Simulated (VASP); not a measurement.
In2O3, 20 atoms in the cell. The cell holds a disordered packing, 20 atoms: a = 6.549 Å, b = 6.526 Å, c = 6.366 Å, α = 90.85°, β = 90.48°, γ = 88.94°. 

- Program: VASP 6.6.1
- Task: single point
- Functional: PBE
- Potentials or basis: VASP PAW PBE potentials, release 64 (In_d, O)
- Cutoff: 520 eV
- k mesh: 1 × 1 × 1
- Occupations: fermi-dirac, width 0.2585 eV
- Spin: no spin polarisation
- Dipole correction: no
- Further INCAR settings: LREAL = Auto; ALGO = Normal; EDIFF = 1e-07; NBANDS = 104; ISYM = 0

Potentials or basis: VASP PAW PBE potentials, release 64 (In_d, O).

Run with:

```sh
$ cat potpaw_PBE.64/In_d/POTCAR potpaw_PBE.64/O/POTCAR > POTCAR
$ mpirun -np 1 vasp_gam > vasp.out
```

Hardware: 1 thread of Intel(R) Xeon(R) 6975P-C (Granite Rapids), on a shared host.

**Question.** How long does it take, and how much memory?

**Answer.** Wall time 32 s on 1 thread of Intel(R) Xeon(R) 6975P-C (Granite Rapids), on a shared host, peak memory 0.32 GiB. Counts: scf iterations 21, k points 1.
